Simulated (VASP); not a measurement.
# ZrF (Pm-3m) in VASP: notebook

The runs below take ZrF through single point, relaxation of cell and atoms, with PBE.

All numbers are computed with VASP 6.6.1; they aren't measurements. Logs are shortened: lines on timing, memory, paths and dates and some standing lists are left out, and cuts for length are marked.

**1. The cell of the first run**

The structure is cubic, space group Pm-3m (No. 221). Conventional cell: a = 3.115 Å, b = 3.115 Å, c = 3.115 Å, α = 90.00°, β = 90.00°, γ = 90.00°. Zr (site symmetry m-3m) has 8 F at 2.70 Å and 6 Zr at 3.12 Å within 3.6 Å. F (site symmetry m-3m) has 8 Zr at 2.70 Å and 6 F at 3.12 Å within 3.6 Å.

The cell was built from a structure type or drawn by symmetry, and may not be a known phase.

**2. Single point, PBE**

The input, INCAR:

```
SYSTEM = ZrF
PREC = Accurate ; ENCUT = 520
EDIFF = 1E-6 ; ISMEAR = 0
SIGMA = 0.1 ; LREAL = .FALSE.
LASPH = .TRUE. ; NELM = 100
ALGO = Normal ; ISIF = 2
LWAVE = .FALSE. ; LCHARG = .TRUE.
GGA = PE ; LELF = .TRUE.
LVHAR = .TRUE. ; NBANDS = 16
```

The input, KPOINTS:

```
Automatic mesh
0
G
  6 6 6
  0 0 0
```

The input, POSCAR:

```
ZrF
1.0
    3.1152472219      0.0000000000      0.0000000000
    0.0000000000      3.1152472219      0.0000000000
    0.0000000000      0.0000000000      3.1152472219
Zr F
1 1
Direct
    0.0000000000      0.0000000000      0.0000000000
    0.5000000000      0.5000000000      0.5000000000
```

Potentials or basis: VASP PAW PBE potentials, release 64 (Zr_sv, F).

Launch:

```bash
> cat potpaw_PBE.64/Zr_sv/POTCAR potpaw_PBE.64/F/POTCAR > POTCAR
> mpirun -np 1 vasp_std > vasp.out
```

OUTCAR:

```text
SYSTEM = ZrF
   PREC = Accurate
   ENCUT = 520
   EDIFF = 1E-6
   ISMEAR = 0
   LREAL = .FALSE.
   LASPH = .TRUE.
   NELM = 100
   ISIF = 2
   GGA = PE

 ion  position               nearest neighbor table
   1  0.000  0.000  0.000-   2 2.70   2 2.70   2 2.70   2 2.70   2 2.70   2 2.70   2 2.70   2 2.70

   2  0.500  0.500  0.500-   1 2.70   1 2.70   1 2.70   1 2.70   1 2.70   1 2.70   1 2.70   1 2.70

  LATTYP: Found a simple cubic cell.
 ALAT       =     3.1152472219

  Lattice vectors:

 A1 = (   3.1152472219,   0.0000000000,   0.0000000000)
 A2 = (   0.0000000000,   3.1152472219,   0.0000000000)
 A3 = (   0.0000000000,   0.0000000000,   3.1152472219)

Analysis of symmetry for initial positions (statically):
=====================================================================
 Subroutine PRICEL returns:
 Original cell was already a primitive cell.

 Routine SETGRP: Setting up the symmetry group for a
 simple cubic supercell.

 Subroutine GETGRP returns: Found 48 space group operations
 (whereof 48 operations were pure point group operations)
 out of a pool of 48 trial point group operations.

The static configuration has the point symmetry O_h .

Analysis of symmetry for dynamics (positions and initial velocities):
=====================================================================
 Subroutine PRICEL returns:
 Original cell was already a primitive cell.

 Routine SETGRP: Setting up the symmetry group for a
 simple cubic supercell.

 Subroutine GETGRP returns: Found 48 space group operations
 (whereof 48 operations were pure point group operations)
 out of a pool of 48 trial point group operations.

The dynamic configuration has the point symmetry O_h .

 Subroutine INISYM returns: Found 48 space group operations
 (whereof 48 operations are pure point group operations),
 and found     1 'primitive' translations

----------------------------------------------------------------------------------------

                                     Primitive cell

  volume of cell :      30.2327

  direct lattice vectors                    reciprocal lattice vectors
     3.115247222  0.000000000  0.000000000     0.321001811  0.000000000  0.000000000
     0.000000000  3.115247222  0.000000000     0.000000000  0.321001811  0.000000000
     0.000000000  0.000000000  3.115247222     0.000000000  0.000000000  0.321001811

  length of vectors
     3.115247222  3.115247222  3.115247222     0.321001811  0.321001811  0.321001811

  position of ions in fractional coordinates (direct lattice)
     0.000000000  0.000000000  0.000000000
     0.500000000  0.500000000  0.500000000

  ion indices of the primitive-cell ions
   primitive index   ion index
                 1           1
                 2           2

----------------------------------------------------------------------------------------

 KPOINTS: Automatic mesh

Automatic generation of k-mesh.
 Grid dimensions read from file:
 generate k-points for:    6    6    6

 Generating k-lattice:

  Cartesian coordinates                     Fractional coordinates (reciprocal lattice)
     0.053500302  0.000000000  0.000000000     0.166666667  0.000000000  0.000000000
     0.000000000  0.053500302  0.000000000     0.000000000  0.166666667  0.000000000
     0.000000000  0.000000000  0.053500302     0.000000000  0.000000000  0.166666667

  Length of vectors
     0.053500302  0.053500302  0.053500302

  Shift w.r.t. Gamma in fractional coordinates (k-lattice)
     0.000000000  0.000000000  0.000000000

 Subroutine IBZKPT returns following result:
 ===========================================

 Found     20 irreducible k-points:

 Following reciprocal coordinates:
            Coordinates               Weight
  0.000000  0.000000  0.000000      1.000000
  0.166667  0.000000  0.000000      6.000000
  0.333333  0.000000  0.000000      6.000000
  0.500000  0.000000  0.000000      3.000000
  0.166667  0.166667  0.000000     12.000000
  0.333333  0.166667  0.000000     24.000000
[... 12 lines left out ...]
  0.500000  0.500000  0.333333      6.000000
  0.500000  0.500000  0.500000      1.000000
   k-points           NKPTS =     20   k-points in BZ     NKDIM =     20   number of bands    NBANDS=     16
   number of dos      NEDOS =    301   number of ions     NIONS =      2
   total plane-waves  NPLWV =  13824
   dimension x,y,z NGX =    24 NGY =   24 NGZ =   24
   dimension x,y,z NGXF=    48 NGYF=   48 NGZF=   48
   ions per type =               1   1
   NGX,Y,Z   is equivalent  to a cutoff of  12.81, 12.81, 12.81 a.u.
   NGXF,Y,Z  is equivalent  to a cutoff of  25.62, 25.62, 25.62 a.u.
 SYSTEM =  ZrF
   PREC   = accura    normal or accurate (medium, high low for compatibility)
   ISTART =      0    job   : 0-new  1-cont  2-samecut
   ICHARG =      2    charge: 1-file 2-atom 10-const
   ISPIN  =      1    spin polarized calculation?
   LNONCOLLINEAR =      F non collinear calculations
   LSORBIT =      F    spin-orbit coupling
   LASPH  =      T    aspherical Exc in radial PAW
   ENCUT  =  520.0 eV  38.22 Ry    6.18 a.u.   5.79  5.79  5.79*2*pi/ulx,y,z
   NELM   =    100;   NELMIN=  2; NELMDL= -5     # of ELM steps
   EDIFF  = 0.1E-05   stopping-criterion for ELM
   LREAL  =      F    real-space projection
   EDIFFG = 0.1E-04   stopping-criterion for IOM
   NSW    =      0    number of steps for IOM
   IBRION =     -1    ionic relax: 0-MD 1-quasi-New 2-CG
   NFREE  =      0    steps in history (QN), initial steepest desc. (CG)
   ISIF   =      2    stress and relaxation
   ISYM   =      2    0-nonsym 1-usesym 2-fastsym
   POTIM  = 0.5000    time-step for ionic-motion
   TEBEG  =    0.0;   TEEND  =   0.0 temperature during run
   PSTRESS=    0.0 pullay stress
   NELECT =      19.0000    total number of electrons
   NUPDOWN=      -1.0000    fix difference up-down
   EMIN   =  10.00;   EMAX   =-10.00  energy-range for DOS
   EFERMI =   0.00;   METHOD = LEGACY
   ISMEAR =     0;   SIGMA  =   0.10  broadening in eV -4-tet -1-fermi 0-gaus
   EFERMI_NEDOS =   21; number of points for ismear=-14 and -15
   IALGO  =     38    algorithm
   IMIX   =      4    mixing-type and parameters
     AMIX     =   0.40;   BMIX     =  1.00
     AMIX_MAG =   1.60;   BMIX_MAG =  1.00
  volume/ion in A,a.u.               =      15.12       102.01
  Fermi-wavevector in a.u.,A,eV,Ry     =   1.402276  2.649917 26.754198  1.966378
  Thomas-Fermi vector in A             =   2.525054
   LORBIT       =      0    0 simple, 1 ext, 2 COOP (PROOUT), +10 PAW based schemes
   GGA     = PE    functional components
   LHFCALC =     F    Hartree Fock is set to
   AEXX    =    0.0000 exact exchange contribution
   IVDW    =     0    specifies the selected vdW correction
   LEPSILON=     F    determine dielectric tensor
   LRPA    =     F    only Hartree local field effects (RPA)
 non-spin polarized calculation
 Gauss-broadening in eV      SIGMA  =   0.10
  energy-cutoff  :      520.00
  volume of cell :       30.23
 maximum number of plane-waves:       840
 NGX is ok and might be reduce to    24
   NGX = 11   NGY = 11   NGZ = 11

 number of electron      19.0000003 magnetization

 Free energy of the ion-electron system (eV)
  ---------------------------------------------------
  ext. energy  EPLUGINS =         0.00000000
  ---------------------------------------------------
  free energy    TOTEN  =       -12.30899647 eV

  energy without entropy =      -12.30100885  energy(sigma->0) =      -12.30500266

 E-fermi :   9.0541     XC(G=0): -11.1861

 val. band max:        9.0192162207   @ k =   0.3333   0.1667   0.0000
 cond. band min:       9.1740108140   @ k =   0.3333   0.3333   0.1667
 fundamental gap:      0.1547945933
 Fermi energy:         9.0541316371

 k-point     1 :       0.0000    0.0000    0.0000
  band No.  band energies     occupation
      1     -40.3853      2.00000
      2     -18.1116      2.00000
      3     -18.1116      2.00000
      4     -18.1116      2.00000
      5     -16.9779      2.00000
      6       1.9951      2.00000
[... 8 lines left out ...]
     15      22.8032      0.00000
     16      22.8032      0.00000

 k-point     2 :       0.1667    0.0000    0.0000
  band No.  band energies     occupation
      1     -40.3681      2.00000
      2     -18.4143      2.00000
      3     -18.0948      2.00000
      4     -18.0948      2.00000
      5     -16.7963      2.00000
      6       1.4107      2.00000
[... 8 lines left out ...]
     15      20.8951      0.00000
     16      21.6176      0.00000

 k-point     3 :       0.3333    0.0000    0.0000
  band No.  band energies     occupation
      1     -40.3335      2.00000
      2     -18.8854      2.00000
      3     -18.0609      2.00000
      4     -18.0609      2.00000
      5     -16.5557      2.00000
      6       0.5296      2.00000
[... 8 lines left out ...]
     15      18.2850      0.00000
     16      19.1599      0.00000

 k-point     4 :       0.5000    0.0000    0.0000
  band No.  band energies     occupation
      1     -40.3161      2.00000
      2     -19.0888      2.00000
      3     -18.0439      2.00000
      4     -18.0439      2.00000
      5     -16.4620      2.00000
      6       0.1656      2.00000
[... 8 lines left out ...]
     15      16.5258      0.00000
     16      18.2217      0.00000

 k-point     5 :       0.1667    0.1667    0.0000
  band No.  band energies     occupation
      1     -40.3511      2.00000
      2     -18.4553      2.00000
      3     -18.2666      2.00000
      4     -18.0785      2.00000
      5     -16.7007      2.00000
      6       1.2861      2.00000
[... 8 lines left out ...]
     15      20.9097      0.00000
     16      21.2391      0.00000

 k-point     6 :       0.3333    0.1667    0.0000
  band No.  band energies     occupation
      1     -40.3169      2.00000
      2     -18.8179      2.00000
      3     -18.2523      2.00000
      4     -18.0457      2.00000
      5     -16.5758      2.00000
      6       0.6937      2.00000
[... 8 lines left out ...]
     15      18.5388      0.00000
     16      20.2426      0.00000

 k-point     7 :       0.5000    0.1667    0.0000
  band No.  band energies     occupation
      1     -40.2997      2.00000
      2     -19.0044      2.00000
      3     -18.2168      2.00000
      4     -18.0292      2.00000
      5     -16.5308      2.00000
      6       0.4026      2.00000
[... 8 lines left out ...]
     15      16.4780      0.00000
     16      19.3867      0.00000

 k-point     8 :       0.3333    0.3333    0.0000
  band No.  band energies     occupation
      1     -40.2836      2.00000
      2     -18.7140      2.00000
      3     -18.5651      2.00000
      4     -18.0151      2.00000
      5     -16.6428      2.00000
      6       0.9226      2.00000
[... 8 lines left out ...]
     15      18.4655      0.00000
     16      19.6530      0.00000

 k-point     9 :       0.5000    0.3333    0.0000
  band No.  band energies     occupation
      1     -40.2668      2.00000
      2     -18.8164      2.00000
      3     -18.5492      2.00000
      4     -17.9998      2.00000
      5     -16.6893      2.00000
      6       0.8726      2.00000
[... 8 lines left out ...]
     15      16.3044      0.00000
     16      19.7590      0.00000
[... 96 lines left out ...]
 k-point    15 :       0.5000    0.3333    0.1667
  band No.  band energies     occupation
      1     -40.2508      2.00000
      2     -18.7724      2.00000
      3     -18.5268      2.00000
      4     -18.1639      2.00000
      5     -16.6874      2.00000
      6       0.8296      2.00000
[... 8 lines left out ...]
     15      16.3067      0.00000
     16      20.3794      0.00000

 k-point    16 :       0.5000    0.5000    0.1667
  band No.  band energies     occupation
      1     -40.2344      2.00000
      2     -18.6843      2.00000
      3     -18.6843      2.00000
      4     -18.1464      2.00000
      5     -16.7510      2.00000
      6       0.9542      2.00000
[... 8 lines left out ...]
     15      15.7577      0.00000
     16      18.4744      0.00000

 k-point    17 :       0.3333    0.3333    0.3333
  band No.  band energies     occupation
      1     -40.2351      2.00000
      2     -18.5746      2.00000
      3     -18.4959      2.00000
      4     -18.4959      2.00000
      5     -16.6713      2.00000
      6       0.9189      2.00000
[... 8 lines left out ...]
     15      19.6483      0.00000
     16      19.6483      0.00000

 k-point    18 :       0.5000    0.3333    0.3333
  band No.  band energies     occupation
      1     -40.2187      2.00000
      2     -18.6814      2.00000
      3     -18.4896      2.00000
      4     -18.4725      2.00000
      5     -16.6865      2.00000
      6       0.7126      2.00000
[... 8 lines left out ...]
     15      16.2585      0.00000
     16      19.8712      0.00000

 k-point    19 :       0.5000    0.5000    0.3333
  band No.  band energies     occupation
      1     -40.2026      2.00000
      2     -18.6341      2.00000
      3     -18.6341      2.00000
      4     -18.4581      2.00000
      5     -16.6873      2.00000
      6       0.6420      2.00000
[... 8 lines left out ...]
     15      15.9021      0.00000
     16      17.8122      0.00000

 k-point    20 :       0.5000    0.5000    0.5000
  band No.  band energies     occupation
      1     -40.1866      2.00000
      2     -18.6087      2.00000
      3     -18.6087      2.00000
      4     -18.6087      2.00000
      5     -16.6557      2.00000
      6       0.4871      2.00000
[... 8 lines left out ...]
     15      15.9168      0.00000
     16      15.9168      0.00000

------------------------ aborting loop because EDIFF is reached ----------------------------------------

  FORCE on cell =-STRESS in cart. coord.  units (eV):
  Direction    XX          YY          ZZ          XY          YZ          ZX
  --------------------------------------------------------------------------------------
  -------------------------------------------------------------------------------------
  Total       -0.0245674     -0.0245674     -0.0245674     -0.0000000      0.0000000     -0.0000000
  in kB       -1.3019425     -1.3019425     -1.3019425     -0.0000000      0.0000000     -0.0000000
  external PRESSURE =      -1.3019425 kB  Pullay stress =       0.0000000 kB

 VOLUME and BASIS-vectors are now :
 -----------------------------------------------------------------------------
  energy-cutoff  :      520.00
  volume of cell :       30.23
      direct lattice vectors                 reciprocal lattice vectors
     3.115247222  0.000000000  0.000000000     0.321001811  0.000000000  0.000000000
     0.000000000  3.115247222  0.000000000     0.000000000  0.321001811  0.000000000
     0.000000000  0.000000000  3.115247222     0.000000000  0.000000000  0.321001811

 POSITION                                       TOTAL-FORCE (eV/Angst)
 -----------------------------------------------------------------------------------
      0.00000      0.00000      0.00000         0.000000      0.000000      0.000000
      1.55762      1.55762      1.55762         0.000000      0.000000      0.000000
 -----------------------------------------------------------------------------------
    total drift:                                0.000000      0.000000     -0.000000

  FREE ENERGIE OF THE ION-ELECTRON SYSTEM (eV)
  ---------------------------------------------------
  free  energy   TOTEN  =       -12.3089964689 eV

  energy  without entropy=      -12.3010088484  energy(sigma->0) =      -12.30500266
```

Wall time 3.3 s (1 thread of Intel Xeon 6975P-C (Granite Rapids), shared host); peak memory 0.14 GiB.

What came out:

| Quantity | Value |
| --- | --- |
| Free energy | -12.3090 eV |
| Pressure | -0.1 GPa |
| Band gap on the k mesh | zero (an odd number of electrons rules out a gap without spin polarisation) |

Levels at points of the mesh, in eV from the Fermi level:
```
           k point  band 6  band 7  band 8  band 9  band 10  band 11  band 12  band 13  band 14  band 15
(0.00, 0.00, 0.00)   -7.06   -7.06   -7.06   -2.58    -2.19    -2.19     3.63     3.63     3.63    13.75
(0.50, 0.00, 0.00)   -8.89   -7.25   -7.25   -1.42     0.24     2.46     2.46     2.98     3.93     7.47
(0.50, 0.50, 0.00)   -7.94   -7.94   -6.92   -1.34    -1.13     1.70     1.70     5.24     6.55     6.55
(0.50, 0.50, 0.50)   -8.57   -8.57   -8.57    1.15     1.15     1.15     5.40     5.40     6.86     6.86
```

Caveat: an odd number of electrons without spin polarisation forces a metal; a magnetic or distorted state may lie lower.

**3. Single point, PBE**

This run uses another cell than the first one, of 17.86 Å³/atom.

The input, INCAR:

```
  ALGO = Normal
  EDIFF = 1E-6
  ENCUT = 520
  GGA = PE
  ISIF = 2
  ISMEAR = 0
  LASPH = T
  LCHARG = T
  LELF = T
  LREAL = F
  LVHAR = T
  LWAVE = F
  NBANDS = 16
  NELM = 100
  PREC = Accurate
  SIGMA = 0.1
```

The input, KPOINTS:

```
k-points
0
Gamma
  6 6 6
```

The input, POSCAR:

```
ZrF
1.0
    3.2931397900      0.0000000000      0.0000000000
    0.0000000000      3.2931397900      0.0000000000
    0.0000000000      0.0000000000      3.2931397900
Zr F
1 1
Direct
    0.0000000000      0.0000000000      0.0000000000
    0.5000000000      0.5000000000      0.5000000000
```

Potentials or basis: VASP PAW PBE potentials, release 64 (Zr_sv, F).

Launch:

```bash
> cat potpaw_PBE.64/Zr_sv/POTCAR potpaw_PBE.64/F/POTCAR > POTCAR
> mpirun -np 1 vasp_std > vasp.out
```

Wall time 3.5 s (1 thread of Intel Xeon 6975P-C (Granite Rapids), shared host); peak memory 0.13 GiB.

It converged, with:

| Property | Result |
| --- | --- |
| Free energy | -12.1078 eV |
| Pressure | -10.3 GPa |
| Band gap on the k mesh | zero (an odd number of electrons rules out a gap without spin polarisation) |

Levels at points of the mesh, in eV from the Fermi level:
```tsv
k point	band 7	band 8	band 9	band 10	band 11	band 12
(0.00, 0.00, 0.00)	-5.96	-5.96	-2.66	-1.58	-1.58	3.11
(0.50, 0.00, 0.00)	-6.07	-6.07	-1.00	0.10	2.16	2.16
(0.50, 0.50, 0.00)	-6.72	-5.82	-1.04	-0.74	1.64	1.64
(0.50, 0.50, 0.50)	-7.10	-7.10	1.07	1.07	1.07	4.41
```

Caveat: the cell stands under tension; an odd number of electrons without spin polarisation forces a metal; a magnetic or distorted state may lie lower.

[end of part 1 of 2]
